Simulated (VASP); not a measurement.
# Cd (Im-3m) in VASP: density of states with PBEsol

Aim: the density of states of Cd with PBEsol.

Program: VASP 6.6.1. These are calculated values, not measurements. Logs are shortened: lines on timing, memory, paths and dates and some standing lists are left out, and cuts for length are marked.

## 1. The cell of the first run

It takes space group Im-3m (No. 229, cubic). Conventional cell: a = 2.679 Å, b = 2.679 Å, c = 2.679 Å, α = 90.00°, β = 90.00°, γ = 90.00°. Within 3.1 Å of Cd (site symmetry m-3m) lie 14 Cd at 2.32 to 2.68 Å.

## 2. Density of states, PBEsol (volume scaled by 0.45)

Input file POSCAR:

```
Cd
1.0
   -1.3395444731      1.3395444731      1.3395444731
    1.3395444731     -1.3395444731      1.3395444731
    1.3395444731      1.3395444731     -1.3395444731
Cd
1
Direct
    0.0000000000      0.0000000000      0.0000000000
```

Input file INCAR.step1:

```
SYSTEM = Cd
PREC = Accurate
ENCUT = 520
EDIFF = 1E-7
ISMEAR = -1
SIGMA = 0.1
LREAL = .False.
LASPH = .True.
NELM = 80
ALGO = Normal
ISIF = 2
LWAVE = .False.
LCHARG = .True.
GGA = PS
NBANDS = 12
```

Input file KPOINTS.step1:

```
Automatic mesh
0
Gamma
  15 15 15
  0 0 0
```

Input file INCAR.step2:

```
SYSTEM = Cd
PREC = Accurate
ENCUT = 520
EDIFF = 1E-7
ISMEAR = -5
SIGMA = 0.1
LREAL = .False.
LASPH = .True.
NELM = 80
ALGO = Normal
ISIF = 2
LWAVE = .False.
LCHARG = .False.
GGA = PS
LORBIT = 11
NBANDS = 12
NEDOS = 1001
ICHARG = 11
```

Input file KPOINTS.step2:

```
Automatic mesh
0
Gamma
  23 23 23
  0 0 0
```

Potentials or basis: VASP PAW PBE potentials, release 64 (Cd).

Started as:

```
$ cat potpaw_PBE.64/Cd/POTCAR > POTCAR
$ cp INCAR.step1 INCAR
$ cp KPOINTS.step1 KPOINTS
$ mpirun -np 1 vasp_std > vasp.out
$ cp INCAR.step2 INCAR
$ cp KPOINTS.step2 KPOINTS
$ mpirun -np 1 vasp_std > vasp.out
```

OUTCAR:

```text
SYSTEM = Cd
   PREC = Accurate
   ENCUT = 520
   EDIFF = 1E-7
   ISMEAR = -5
   LREAL = .False.
   LASPH = .True.
   NELM = 80
   ISIF = 2
   GGA = PS
   LORBIT = 11
   ICHARG = 11

 ion  position               nearest neighbor table
   1  0.000  0.000  0.000-

  LATTYP: Found a body centered cubic cell.
 ALAT       =     2.6790889462

  Lattice vectors:

 A1 = (  -1.3395444731,   1.3395444731,   1.3395444731)
 A2 = (   1.3395444731,  -1.3395444731,   1.3395444731)
 A3 = (   1.3395444731,   1.3395444731,  -1.3395444731)

Analysis of symmetry for initial positions (statically):
=====================================================================
 Subroutine PRICEL returns:
 Original cell was already a primitive cell.

 Routine SETGRP: Setting up the symmetry group for a
 body centered cubic supercell.

 Subroutine GETGRP returns: Found 48 space group operations
 (whereof 48 operations were pure point group operations)
 out of a pool of 48 trial point group operations.

The static configuration has the point symmetry O_h .

Analysis of symmetry for dynamics (positions and initial velocities):
=====================================================================
 Subroutine PRICEL returns:
 Original cell was already a primitive cell.

 Routine SETGRP: Setting up the symmetry group for a
 body centered cubic supercell.

 Subroutine GETGRP returns: Found 48 space group operations
 (whereof 48 operations were pure point group operations)
 out of a pool of 48 trial point group operations.

The dynamic configuration has the point symmetry O_h .

 Subroutine INISYM returns: Found 48 space group operations
 (whereof 48 operations are pure point group operations),
 and found     1 'primitive' translations

----------------------------------------------------------------------------------------

                                     Primitive cell

  volume of cell :       9.6146

  direct lattice vectors                    reciprocal lattice vectors
    -1.339544473  1.339544473  1.339544473     0.000000000  0.373261217  0.373261217
     1.339544473 -1.339544473  1.339544473     0.373261217  0.000000000  0.373261217
     1.339544473  1.339544473 -1.339544473     0.373261217  0.373261217  0.000000000

  length of vectors
     2.320159086  2.320159086  2.320159086     0.527871075  0.527871075  0.527871075

  position of ions in fractional coordinates (direct lattice)
     0.000000000  0.000000000  0.000000000

  ion indices of the primitive-cell ions
   primitive index   ion index
                 1           1

----------------------------------------------------------------------------------------

 KPOINTS: Automatic mesh

Automatic generation of k-mesh.
 Grid dimensions read from file:
 generate k-points for:   23   23   23

 Generating k-lattice:

  Cartesian coordinates                     Fractional coordinates (reciprocal lattice)
     0.000000000  0.016228749  0.016228749     0.043478261  0.000000000  0.000000000
     0.016228749  0.000000000  0.016228749     0.000000000  0.043478261  0.000000000
     0.016228749  0.016228749  0.000000000     0.000000000  0.000000000  0.043478261

  Length of vectors
     0.022950916  0.022950916  0.022950916

  Shift w.r.t. Gamma in fractional coordinates (k-lattice)
     0.000000000  0.000000000  0.000000000

 TETIRR: Found  14515 inequivalent tetrahedra from    73002

 Subroutine IBZKPT returns following result:
 ===========================================

 Found    364 irreducible k-points:

 Following reciprocal coordinates:
            Coordinates               Weight
  0.000000  0.000000  0.000000      1.000000
  0.043478  0.000000  0.000000     12.000000
  0.086957  0.000000  0.000000     12.000000
  0.130435  0.000000  0.000000     12.000000
  0.173913  0.000000  0.000000     12.000000
  0.217391  0.000000  0.000000     12.000000
[... 16 lines left out ...]
  0.478261  0.043478  0.000000     24.000000
  0.086957  0.086957  0.000000     24.000000
 [... further k-points ...]
   k-points           NKPTS =    364   k-points in BZ     NKDIM =    364   number of bands    NBANDS=     12
   number of dos      NEDOS =   1001   number of ions     NIONS =      1
   total plane-waves  NPLWV =   5832
   dimension x,y,z NGX =    18 NGY =   18 NGZ =   18
   dimension x,y,z NGXF=    36 NGYF=   36 NGZF=   36
   ions per type =               1
   NGX,Y,Z   is equivalent  to a cutoff of  12.90, 12.90, 12.90 a.u.
   NGXF,Y,Z  is equivalent  to a cutoff of  25.80, 25.80, 25.80 a.u.
 SYSTEM =  Cd
   PREC   = accura    normal or accurate (medium, high low for compatibility)
   ISTART =      0    job   : 0-new  1-cont  2-samecut
   ICHARG =     11    charge: 1-file 2-atom 10-const
   ISPIN  =      1    spin polarized calculation?
   LNONCOLLINEAR =      F non collinear calculations
   LSORBIT =      F    spin-orbit coupling
   LASPH  =      T    aspherical Exc in radial PAW
   ENCUT  =  520.0 eV  38.22 Ry    6.18 a.u.   4.31  4.31  4.31*2*pi/ulx,y,z
   NELM   =     80;   NELMIN=  2; NELMDL=  0     # of ELM steps
   EDIFF  = 0.1E-06   stopping-criterion for ELM
   LREAL  =      F    real-space projection
   EDIFFG = 0.1E-05   stopping-criterion for IOM
   NSW    =      0    number of steps for IOM
   IBRION =     -1    ionic relax: 0-MD 1-quasi-New 2-CG
   NFREE  =      0    steps in history (QN), initial steepest desc. (CG)
   ISIF   =      2    stress and relaxation
   ISYM   =      2    0-nonsym 1-usesym 2-fastsym
   POTIM  = 0.5000    time-step for ionic-motion
   TEBEG  =    0.0;   TEEND  =   0.0 temperature during run
   PSTRESS=    0.0 pullay stress
   NELECT =      12.0000    total number of electrons
   NUPDOWN=      -1.0000    fix difference up-down
   EMIN   =  10.00;   EMAX   =-10.00  energy-range for DOS
   EFERMI =   0.00;   METHOD = LEGACY
   ISMEAR =    -5;   SIGMA  =   0.10  broadening in eV -4-tet -1-fermi 0-gaus
   EFERMI_NEDOS =   21; number of points for ismear=-14 and -15
   IALGO  =     38    algorithm
   IMIX   =      4    mixing-type and parameters
     AMIX     =   0.40;   BMIX     =  1.00
     AMIX_MAG =   1.60;   BMIX_MAG =  1.00
  volume/ion in A,a.u.               =       9.61        64.88
  Fermi-wavevector in a.u.,A,eV,Ry     =   1.762618  3.330864 42.270865  3.106821
  Thomas-Fermi vector in A             =   2.830955
   LORBIT       =     11    0 simple, 1 ext, 2 COOP (PROOUT), +10 PAW based schemes
   GGA     = PS    functional components
   LHFCALC =     F    Hartree Fock is set to
   AEXX    =    0.0000 exact exchange contribution
   IVDW    =     0    specifies the selected vdW correction
   LEPSILON=     F    determine dielectric tensor
   LRPA    =     F    only Hartree local field effects (RPA)
 non-spin polarized calculation
 Fermi weights with tetrahedron method with Bloechl corrections
  energy-cutoff  :      520.00
  volume of cell :        9.61
 maximum number of plane-waves:       268
 NGX is ok and might be reduce to    18

 number of electron      12.0000007 magnetization

 Free energy of the ion-electron system (eV)
  ---------------------------------------------------
  ext. energy  EPLUGINS =         0.00000000
  ---------------------------------------------------
  free energy    TOTEN  =         5.42239231 eV

  energy without entropy =        5.42239231  energy(sigma->0) =        5.42239231

 E-fermi :  15.3472     XC(G=0): -16.2397

 val. band max:       15.4296742363   @ k =  -0.4783  -0.4783   0.3478
 cond. band min:      15.2053338972   @ k =  -0.3913  -0.3913   0.1739
 fundamental gap:     -0.2243403391
 Fermi energy:        15.3472014244

 k-point     1 :       0.0000    0.0000    0.0000
  band No.  band energies     occupation
      1      -5.3348      2.00000
      2      -1.8369      2.00000
      3      -1.8369      2.00000
      4      -1.8369      2.00000
      5       1.0320      2.00000
      6       1.0320      2.00000
      7      30.7895      0.00000
      8      30.7895      0.00000
      9      30.7895      0.00000
     10      40.4011      0.00000
     11      40.4011      0.00000
     12      44.8820      0.00000

 k-point     2 :       0.0435    0.0000    0.0000
  band No.  band energies     occupation
      1      -5.2340      2.00000
      2      -1.8723      2.00000
      3      -1.8320      2.00000
      4      -1.7587      2.00000
      5       0.9894      2.00000
      6       1.0350      2.00000
      7      30.6715      0.00000
      8      30.7910      0.00000
      9      30.8937      0.00000
     10      39.8020      0.00000
     11      40.4476      0.00000
     12      44.1389      0.00000

 k-point     3 :       0.0870    0.0000    0.0000
  band No.  band energies     occupation
      1      -4.9439      2.00000
      2      -1.9747      2.00000
      3      -1.8141      2.00000
      4      -1.5271      2.00000
      5       0.8771      2.00000
      6       1.0445      2.00000
      7      30.2735      0.00000
      8      30.7423      0.00000
      9      31.1976      0.00000
     10      38.7477      0.00000
     11      40.3676      0.00000
     12      42.5644      0.00000
[... 286 lines left out ...]
 k-point    23 :       0.4783    0.0435    0.0000
  band No.  band energies     occupation
      1      -4.6951      2.00000
      2      -3.5243      2.00000
      3       0.9687      2.00000
      4       1.2897      2.00000
      5       3.1333      2.00000
      6       6.4163      2.00000
      7      15.2585      1.14166
      8      24.6212      0.00000
      9      28.9444      0.00000
     10      36.0235      0.00000
     11      39.4858      0.00000
     12      41.8170      0.00000

 k-point    24 :       0.0870    0.0870    0.0000
  band No.  band energies     occupation
      1      -4.2600      2.00000
      2      -2.1020      2.00000
      3      -1.9710      2.00000
      4      -0.8172      2.00000
      5       0.6313      2.00000
      6       1.1151      2.00000
      7      29.1860      0.00000
      8      30.2242      0.00000
      9      31.7490      0.00000
     10      37.5874      0.00000
     11      38.4553      0.00000
     12      41.2570      0.00000

 [... further k-points ...]
[... 5 lines left out ...]
  --------------------------------------------------------------------------------------
  -------------------------------------------------------------------------------------
  Total       24.8345317     24.8345317     24.8345317      0.0000000      0.0000000      0.0000000
  in kB     4138.4256273   4138.4256273   4138.4256273      0.0000000      0.0000000      0.0000000
  external PRESSURE =    4138.4256273 kB  Pullay stress =       0.0000000 kB

 VOLUME and BASIS-vectors are now :
 -----------------------------------------------------------------------------
  energy-cutoff  :      520.00
  volume of cell :        9.61
      direct lattice vectors                 reciprocal lattice vectors
    -1.339544473  1.339544473  1.339544473     0.000000000  0.373261217  0.373261217
     1.339544473 -1.339544473  1.339544473     0.373261217  0.000000000  0.373261217
     1.339544473  1.339544473 -1.339544473     0.373261217  0.373261217  0.000000000

 POSITION                                       TOTAL-FORCE (eV/Angst)
 -----------------------------------------------------------------------------------
      0.00000      0.00000      0.00000        -0.000000      0.000000      0.000000
 -----------------------------------------------------------------------------------
    total drift:                                0.000000      0.000000      0.000000

  FREE ENERGIE OF THE ION-ELECTRON SYSTEM (eV)
  ---------------------------------------------------
  free  energy   TOTEN  =         5.4223923130 eV

  energy  without entropy=        5.4223923130  energy(sigma->0) =        5.42239231

 total charge

# of ion       s       p       d       tot
------------------------------------------
    1        0.729   1.208   9.798  11.734
```

Run time: 34 s. Hardware: 1 thread of Intel Xeon 6975P-C, shared host; peak memory 0.18 GiB.

What came out:

```
Valence electrons inside the program's atomic spheres : Cd 11.73
```

Caveat: the PAW data sets were made with another functional, which shifts forces and pressure a little; tetrahedron occupations give inexact forces and stress in metals.
